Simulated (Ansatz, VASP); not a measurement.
**SrTiO3: VASP beside Ansatz**

```
Sr Ti O
1.0
     3.90685    0.00000    0.00000
     0.00000    3.90685    0.00000
     0.00000    0.00000    3.90685
Sr Ti O
1 1 3
Cartesian
  0.0000 0.0000 0.0000
  1.9534 1.9534 1.9534
  1.9534 0.0000 1.9534
  1.9534 1.9534 0.0000
  0.0000 1.9534 1.9534
```

Alike in both runs: task single point; functional r2SCAN; k mesh 6 × 6 × 6; no spin polarisation.

|  | VASP | Ansatz |
| --- | --- | --- |
| version | VASP 6.6.1 | Ansatz 0.2.0 |
| potentials or method | VASP PAW PBE potentials, release 64 (Sr_sv, Ti_sv, O) | plane waves, PAW |
| plane-wave cutoff (eV) | 520 | 500 |
| occupations | gaussian, width 0.01 eV | fixed |
| valence electrons in the cell | 40 | 40 |

|  | VASP | Ansatz | Ansatz less VASP |
| --- | --- | --- | --- |
| gap on the k mesh at the Fermi level (eV) | 2.27 | 2.26 | -0.012 |
| pressure (GPa) | 0.9 | 0.0 | -0.92 |

VASP's potentials were made for PBE, not for r2SCAN.
